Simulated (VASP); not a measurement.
Set up this calculation in VASP 6.6.1, as the native input.

| Property | Result |
| --- | --- |
| Task | electric field gradients |
| Functional | PBE |
| Potentials or basis | VASP PAW PBE potentials, release 64 (Pb_d) |
| Cutoff | 520 eV |
| k mesh | 8 × 8 × 8 |
| Occupations | fermi-dirac, width 0.05 eV |
| Spin | no spin polarisation |
| Dipole correction | no |
| Further INCAR settings | ALGO = Normal; EDIFF = 1e-08; NBANDS = 21 |

The structure of Pb lies in POSCAR:

```
Pb
1.0
    0.0000000000      3.4159188228      3.4159188228
    3.4159188228      0.0000000000      3.4159188228
    3.4159188228      3.4159188228      0.0000000000
Pb
2
Direct
    0.0000000000      0.0000000000      0.0000000000
    0.2500000000      0.2500000000      0.2500000000
```

This cell differs from its parent crystal: volume scaled by 0.98.

The input as run:

INCAR

```
SYSTEM = Pb
ALGO     = Normal         ! electronic algorithm
EDIFF    = 1E-8           ! SCF threshold, eV
ENCUT    = 520            ! plane-wave cutoff, eV
GGA      = PE             ! functional
ISIF     = 2              ! what is computed and relaxed
ISMEAR   = -1             ! smearing method
LASPH    = .TRUE.         ! aspherical terms in the spheres
LCHARG   = .FALSE.        ! write CHGCAR
LEFG     = .TRUE.       
LREAL    = .FALSE.        ! projectors in reciprocal space
LWAVE    = .FALSE.        ! write WAVECAR
NBANDS   = 21             ! bands
NELM     = 100            ! most SCF steps
PREC     = Accurate       ! precision mode
SIGMA    = 0.05           ! smearing width, eV
```

KPOINTS

```
k-points
0
G
  8 8 8
  0 0 0
```

Potentials or basis: VASP PAW PBE potentials, release 64 (Pb_d).

Command:

```sh
$ cat potpaw_PBE.64/Pb_d/POTCAR > POTCAR
$ mpirun -np 1 vasp_std > vasp.out
```

It gave:

The pressure is 3.1 GPa and the band gap on the k mesh is zero (band 14 reaches 4.94 eV, above the bottom of band 15 at 3.76 eV).

Caveat: without QUAD_EFG the Cq values of the log hold for a quadrupole moment of 1 mb, not for the nuclei; spin-orbit coupling is left out, which moves the levels of the heavy elements.

Run time: 17 s on 1 thread of Intel(R) Xeon(R) 6975P-C (Granite Rapids) (shared host), peak memory 0.21 GiB.
